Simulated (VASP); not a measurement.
# In (I4/mmm) in VASP: settings compared, part 2 of 2

VASP 6.6.1. Earlier steps stand in the parts before.

## Step 4: Relaxation of cell and atoms, PBEsol, target pressure 20 GPa, at which the enthalpy is minimised

INCAR

```
SYSTEM = In
PREC = Accurate ; ENCUT = 600
EDIFF = 1E-6 ; ISMEAR = -1
SIGMA = 0.05 ; LREAL = .FALSE.
LASPH = .TRUE. ; NELM = 60
ALGO = Fast ; ISIF = 3
LWAVE = .FALSE. ; LCHARG = .FALSE.
GGA = PS ; IBRION = 2
NSW = 60 ; EDIFFG = -0.01
PSTRESS = 200.0
```

KPOINTS

```
regular mesh
0
G
  11 11 11
  0 0 0
```

POSCAR

```
In
1.0
   -1.6254700000      1.6254700000      2.4737000000
    1.6254700000     -1.6254700000      2.4737000000
    1.6254700000      1.6254700000     -2.4737000000
In
1
Direct
    0.0000000000      0.0000000000      0.0000000000
```

Potentials or basis: VASP PAW PBE potentials, release 64 (In_d).

Run with:

```console
cat potpaw_PBE.64/In_d/POTCAR > POTCAR
mpirun -np 1 vasp_std > vasp.out
```

OUTCAR:

```text
SYSTEM = In
   PREC = Accurate
   ENCUT = 600
   EDIFF = 1E-6
   ISMEAR = -1
   LREAL = .FALSE.
   LASPH = .TRUE.
   NELM = 60
   ISIF = 3
   GGA = PS
   IBRION = 2
   NSW = 60
   EDIFFG = -0.01
   PSTRESS = 200.0

 ion  position               nearest neighbor table
   1  0.000  0.000  0.000-

  LATTYP: Found a body centered tetragonal cell.
 ALAT       =     3.2509400000
 C/A-ratio  =     1.5218367611

  Lattice vectors:

 A1 = (  -1.6254700000,   1.6254700000,   2.4737000000)
 A2 = (   1.6254700000,  -1.6254700000,   2.4737000000)
 A3 = (   1.6254700000,   1.6254700000,  -2.4737000000)

Analysis of symmetry for initial positions (statically):
=====================================================================
 Subroutine PRICEL returns:
 Original cell was already a primitive cell.

 Routine SETGRP: Setting up the symmetry group for a
 body centered tetragonal supercell.

 Subroutine GETGRP returns: Found 16 space group operations
 (whereof 16 operations were pure point group operations)
 out of a pool of 16 trial point group operations.

The static configuration has the point symmetry D_4h.

Analysis of symmetry for dynamics (positions and initial velocities):
=====================================================================
 Subroutine PRICEL returns:
 Original cell was already a primitive cell.

 Routine SETGRP: Setting up the symmetry group for a
 body centered tetragonal supercell.

 Subroutine GETGRP returns: Found 16 space group operations
 (whereof 16 operations were pure point group operations)
 out of a pool of 16 trial point group operations.

The dynamic configuration has the point symmetry D_4h.

 Subroutine INISYM returns: Found 16 space group operations
 (whereof 16 operations are pure point group operations),
 and found     1 'primitive' translations

----------------------------------------------------------------------------------------

                                     Primitive cell

  volume of cell :      26.1436

  direct lattice vectors                    reciprocal lattice vectors
[... 103 lines left out ...]
   IMIX   =      4    mixing-type and parameters
     AMIX     =   0.40;   BMIX     =  1.00
     AMIX_MAG =   1.60;   BMIX_MAG =  1.00
  volume/ion in A,a.u.               =      26.14       176.43
  Fermi-wavevector in a.u.,A,eV,Ry     =   1.296983  2.450943 22.887245  1.682165
  Thomas-Fermi vector in A             =   2.428405
   LORBIT       =      0    0 simple, 1 ext, 2 COOP (PROOUT), +10 PAW based schemes
   GGA     = PS    functional components
   LHFCALC =     F    Hartree Fock is set to
   AEXX    =    0.0000 exact exchange contribution
   IVDW    =     0    specifies the selected vdW correction
   LEPSILON=     F    determine dielectric tensor
   LRPA    =     F    only Hartree local field effects (RPA)
 conjugate gradient relaxation of ions
 non-spin polarized calculation
 RMM-DIIS sequential band-by-band and
  energy-cutoff  :      600.00
  volume of cell :       26.14
 maximum number of plane-waves:       901
   NGX = 13   NGY = 13   NGZ = 13

--------------------------------------- Ionic step        1  -------------------------------------------

 number of electron      13.0000006 magnetization

 Free energy of the ion-electron system (eV)
  ---------------------------------------------------
  ext. energy  EPLUGINS =         0.00000000
  ---------------------------------------------------
  free energy    TOTEN  =        -2.98272522 eV

  energy without entropy =       -2.97879004  energy(sigma->0) =       -2.98075763

 E-fermi :   7.3808     XC(G=0): -10.4085

 val. band max:        7.3655072170   @ k =   0.3636   0.2727   0.1818
 cond. band min:       7.4090017767   @ k =  -0.4545  -0.4545   0.1818
 fundamental gap:      0.0434945596
 Fermi energy:         7.3807819828

 k-point     1 :       0.0000    0.0000    0.0000
  band No.  band energies     occupation
      1      -7.2542      2.00000
      2      -7.1463      2.00000
      3      -7.1463      2.00000
      4      -7.0637      2.00000
      5      -6.9595      2.00000
      6      -2.2070      2.00000
      7      17.8844      0.00000
      8      17.8844      0.00000
      9      18.0565      0.00000
     10      18.9507      0.00000
[... 405 lines left out ...]
  energy  without entropy=       -2.7449247549  energy(sigma->0) =       -2.74733148

  enthalpy is  TOTEN    =        -0.2061266029 eV   P V=        2.5436116037

[... ionic steps 4 to 21 ...]

--------------------------------------- Ionic step       22  -------------------------------------------

 number of electron      13.0000004 magnetization

------------------------ aborting loop because EDIFF is reached ----------------------------------------
[... 69 lines left out ...]
--------------------------------------- Ionic step       24  -------------------------------------------

 number of electron      13.0000004 magnetization

 Free energy of the ion-electron system (eV)
  ---------------------------------------------------
  ext. energy  EPLUGINS =         0.00000000
  ---------------------------------------------------
  free energy    TOTEN  =        -2.71646973 eV

  energy without entropy =       -2.71191684  energy(sigma->0) =       -2.71419328

 E-fermi :  10.9396     XC(G=0): -11.7316

 val. band max:       10.9176046893   @ k =   0.2727   0.1818   0.0909
 cond. band min:      10.9972776321   @ k =  -0.3636  -0.3636   0.0909
 fundamental gap:      0.0796729428
 Fermi energy:        10.9396148164

 k-point     1 :       0.0000    0.0000    0.0000
  band No.  band energies     occupation
      1      -4.2653      2.00000
      2      -4.1449      2.00000
      3      -4.1449      2.00000
      4      -3.8989      2.00000
      5      -3.7791      2.00000
      6      -0.8558      2.00000
      7      22.7629      0.00000
      8      23.7510      0.00000
      9      23.7510      0.00000
     10      23.8369      0.00000
[... 331 lines left out ...]
  energy  without entropy=       -2.7119168423  energy(sigma->0) =       -2.71419328

  enthalpy is  TOTEN    =        -0.2098204440 eV   P V=        2.5066492812

 reached required accuracy - stopping structural energy minimisation
```

CONTCAR:

```text
In
   1.00000000000000
    -1.5027337590307837    1.5027337590307837    2.2230543631536923
     1.5027337590307837   -1.5027337590307837    2.2230543631536923
     1.5027337590307837    1.5027337590307837   -2.2230543631536923
  In
     1
Direct
     0.0000000000000000    0.0000000000000000    0.0000000000000000

  0.00000000E+00  0.00000000E+00  0.00000000E+00
```

Wall time 7.8 min (1 thread of Intel Xeon Platinum 8488C (Sapphire Rapids), shared host); peak memory 0.2 GiB.

Results:

* Free energy: -2.7165 eV
* Relaxed volume: 20.08 Å³/atom
* Relaxed cell: a = 3.075 Å, b = 3.075 Å, c = 3.075 Å, α = 121.50°, β = 121.50°, γ = 87.42°
* Space group after relaxing (to 0.05 Å): I4/mmm (No. 139)
* Energy change on relaxing (the enthalpy is what falls): +266.3 meV/atom
* Ionic steps: 24
* Pressure after relaxing: 20.0 GPa

The path:
| step | energy change (eV) | largest force (eV/Å) | pressure (GPa) | volume (Å³) |
| --- | --- | --- | --- | --- |
| 1 | 0.0000 | 0.0000 | -0.90 | 26.14 |
| 2 | 1.6515 | 0.0000 | 86.72 | 15.25 |
| 3 | 0.2330 | 0.0000 | 18.05 | 20.38 |
| 4 | 0.2576 | 0.0000 | 19.30 | 20.17 |
| 5 | 0.2717 | 0.0000 | 20.24 | 20.05 |
| 6 | 0.2618 | 0.0000 | 19.54 | 20.13 |
| 7 | 0.2684 | 0.0000 | 19.92 | 20.08 |
| 8 | 0.2687 | 0.0000 | 19.97 | 20.07 |
| 9 | 0.2686 | 0.0000 | 19.96 | 20.08 |
| 10 | 0.2685 | 0.0000 | 19.95 | 20.08 |
| 11 | 0.2676 | 0.0000 | 19.81 | 20.08 |
| 12 | 0.2646 | 0.0000 | 19.84 | 20.10 |
| 13 | 0.2588 | 0.0000 | 19.59 | 20.14 |
| 14 | 0.2494 | 0.0000 | 19.14 | 20.22 |
| 15 | 0.2522 | 0.0000 | 19.30 | 20.20 |
| 16 | 0.2553 | 0.0000 | 19.44 | 20.17 |
| 17 | 0.2544 | 0.0000 | 19.31 | 20.18 |
| 18 | 0.2545 | 0.0000 | 19.42 | 20.18 |
| 19 | 0.2547 | 0.0000 | 19.45 | 20.17 |
| 20 | 0.2551 | 0.0000 | 19.44 | 20.17 |
| 21 | 0.2556 | 0.0000 | 19.52 | 20.17 |
| 22 | 0.2571 | 0.0000 | 19.54 | 20.15 |
| 23 | 0.2602 | 0.0000 | 19.75 | 20.13 |
| 24 | 0.2663 | 0.0000 | 20.03 | 20.08 |

Final structure:
```yaml
crystal:
  lattice:
    - [-1.50273, 1.50273, 2.22305]
    - [1.50273, -1.50273, 2.22305]
    - [1.50273, 1.50273, -2.22305]
  atoms:
    - { symbol: In, position: [0.00000, 0.00000, 0.00000] }
```

Levels at points of the mesh, in eV from the Fermi level:
| k point | band 4 | band 5 | band 6 | band 7 | band 8 | band 9 |
| --- | --- | --- | --- | --- | --- | --- |
| (0.00, 0.00, 0.00) | -14.84 | -14.72 | -11.80 | 11.82 | 12.81 | 12.81 |

Caveat: the cell is relaxed towards a set pressure, so the enthalpy falls and the energy may rise; the volume moved by over 15 % at a fixed basis, so the end points are rough; the PAW data sets were made with another functional, which shifts forces and pressure a little; spin-orbit coupling is left out, which moves the levels of the heavy elements.

## Step 5: Relaxation of cell and atoms, PBEsol, target pressure 30 GPa, at which the enthalpy is minimised

INCAR

```
SYSTEM = In
  ALGO = Normal
  EDIFF = 1E-6
  EDIFFG = -0.01
  ENCUT = 600
  GGA = PS
  IBRION = 2
  ISIF = 3
  ISMEAR = -1
  LASPH = .TRUE.
  LCHARG = .FALSE.
  LREAL = .FALSE.
  LWAVE = .FALSE.
  NELM = 80
  NSW = 60
  PREC = Accurate
  PSTRESS = 300.0
  SIGMA = 0.05
```

KPOINTS

```
k-points
0
G
  11 11 11
  0 0 0
```

POSCAR is that of step 4.

Run with:

```console
cat potpaw_PBE.64/In_d/POTCAR > POTCAR
mpirun -np 1 vasp_std > vasp.out
```

Wall time 4 min (1 thread of Intel Xeon Platinum 8488C (Sapphire Rapids), shared host); peak memory 0.2 GiB.

The run converged. Its results:

```
Free energy                                            : -2.5194 eV
Relaxed volume                                         : 18.80 Å³/atom
Relaxed cell                                           : a = 3.038 Å, b = 3.038 Å, c = 3.038 Å, α = 123.13°, β = 123.13°, γ = 84.65°
Space group after relaxing (to 0.05 Å)                 : I4/mmm (No. 139)
Energy change on relaxing (the enthalpy is what falls) : +463.3 meV/atom
Ionic steps                                            : 13
Pressure after relaxing                                : 30.0 GPa
```

The path:
```tsv
step	energy change (eV)	largest force (eV/Å)	pressure (GPa)	volume (Å³)
1	0.0000	0.0000	-0.90	26.14
2	5.7238	0.0000	290.71	11.33
3	0.3260	0.0000	22.88	19.65
4	0.3941	0.0000	26.37	19.20
5	0.4686	0.0000	30.08	18.78
6	0.4443	0.0000	28.89	18.91
7	0.4458	0.0000	28.94	18.90
8	0.4502	0.0000	29.24	18.87
9	0.4610	0.0000	29.88	18.81
10	0.4551	0.0000	29.56	18.84
11	0.4561	0.0000	29.66	18.84
12	0.4823	0.0000	30.87	18.70
13	0.4633	0.0000	29.97	18.80
```

Final structure:
```xyz
1
Lattice="-1.4465 1.4465 2.2461 1.4465 -1.4465 2.2461 1.4465 1.4465 -2.2461" Properties=species:S:1:pos:R:3 pbc="T T T"
In    1.4465    1.4465    2.2461
```

Levels at points of the mesh, in eV from the Fermi level:
| k point | band 3 | band 4 | band 5 | band 6 | band 7 | band 8 | band 9 | band 10 |
| --- | --- | --- | --- | --- | --- | --- | --- | --- |
| (0.00, 0.00, 0.00) | -15.31 | -15.16 | -14.86 | -12.51 | 11.85 | 13.33 | 13.33 | 13.42 |

Caveat: the cell is relaxed towards a set pressure, so the enthalpy falls and the energy may rise; the volume moved by over 15 % at a fixed basis, so the end points are rough; the PAW data sets were made with another functional, which shifts forces and pressure a little; spin-orbit coupling is left out, which moves the levels of the heavy elements.

## Step 6: Single point, PBE

This run uses another cell than the first one, of 25.10 Å³/atom, 0.960 times its volume.

INCAR

```
SYSTEM = In
PREC = Accurate
ENCUT = 520
EDIFF = 1E-7
ISMEAR = -1
SIGMA = 0.05
LREAL = .FALSE.
LASPH = .TRUE.
NELM = 80
ALGO = Normal
ISIF = 2
LWAVE = .FALSE.
LCHARG = .FALSE.
GGA = PE
NBANDS = 12
```

KPOINTS

```
regular mesh
0
G
  10 10 10
  0 0 0
```

POSCAR

```
In
1.0
   -1.6254700000      1.6254700000      2.3747520000
    1.6254700000     -1.6254700000      2.3747520000
    1.6254700000      1.6254700000     -2.3747520000
In
1
Direct
    0.0000000000      0.0000000000      0.0000000000
```

Potentials or basis: VASP PAW PBE potentials, release 64 (In_d).

Run with:

```console
cat potpaw_PBE.64/In_d/POTCAR > POTCAR
mpirun -np 1 vasp_std > vasp.out
```

It took 24 s on 1 thread of Intel Xeon 6975P-C, shared host; peak memory 0.17 GiB.

Results (log left out):

* Free energy: -2.5479 eV
* Pressure: 4.0 GPa

Stress tensor (GPa, compression positive):
```
4.58 0.00 0.00
0.00 4.58 0.00
0.00 0.00 2.94
```

Levels at points of the mesh, in eV from the Fermi level:
```csv
k point,band 4,band 5,band 6,band 7,band 8,band 9
"(0.00, 0.00, 0.00)",-14.54,-14.48,-9.86,10.91,10.91,11.00
"(0.50, 0.00, 0.00)",-14.35,-14.33,-4.36,-3.58,8.32,9.03
"(0.50, 0.50, 0.00)",-14.31,-14.27,-2.25,-1.82,3.87,4.05
"(0.50, 0.50, 0.50)",-14.30,-14.30,-2.59,-2.41,4.42,4.42
```

Caveat: spin-orbit coupling is left out, which moves the levels of the heavy elements.

## Step 7: Summary

| task | level | cell | k mesh | cutoff (eV) | gap on the mesh (eV) | pressure (GPa) |
| --- | --- | --- | --- | --- | --- | --- |
| relaxation of cell and atoms | PBEsol | relaxed to 5 GPa from a = 3.377 Å, angles 122.5, 122.5, 85.8°, 1 atom | 11 × 11 × 11 | 600 | none | 5.0 |
| relaxation of cell and atoms | PBEsol | relaxed to 10 GPa from a = 3.377 Å, angles 122.5, 122.5, 85.8°, 1 atom | 11 × 11 × 11 | 600 | none | 10.0 |
| relaxation of cell and atoms | PBEsol | relaxed to 20 GPa from a = 3.377 Å, angles 122.5, 122.5, 85.8°, 1 atom | 11 × 11 × 11 | 600 | none | 20.0 |
| relaxation of cell and atoms | PBEsol | relaxed to 30 GPa from a = 3.377 Å, angles 122.5, 122.5, 85.8°, 1 atom | 11 × 11 × 11 | 600 | none | 30.0 |
| single point | PBE | a = 3.305 Å, angles 121.1, 121.1, 88.1°, 1 atom | 10 × 10 × 10 | 520 | none | 4.0 |

Alike in all rows: potentials or basis VASP PAW PBE potentials, release 64 (In_d); no spin polarisation; smearing fermi-dirac 0.05 eV.

Caveats: spin-orbit coupling is left out, which moves the levels of the heavy elements; the cell is relaxed towards a set pressure, so the enthalpy falls and the energy may rise (some runs); the PAW data sets were made with another functional, which shifts forces and pressure a little (some runs); the volume moved by over 15 % at a fixed basis, so the end points are rough (some runs).

Absolute energies hang on the potentials; compare differences alone.
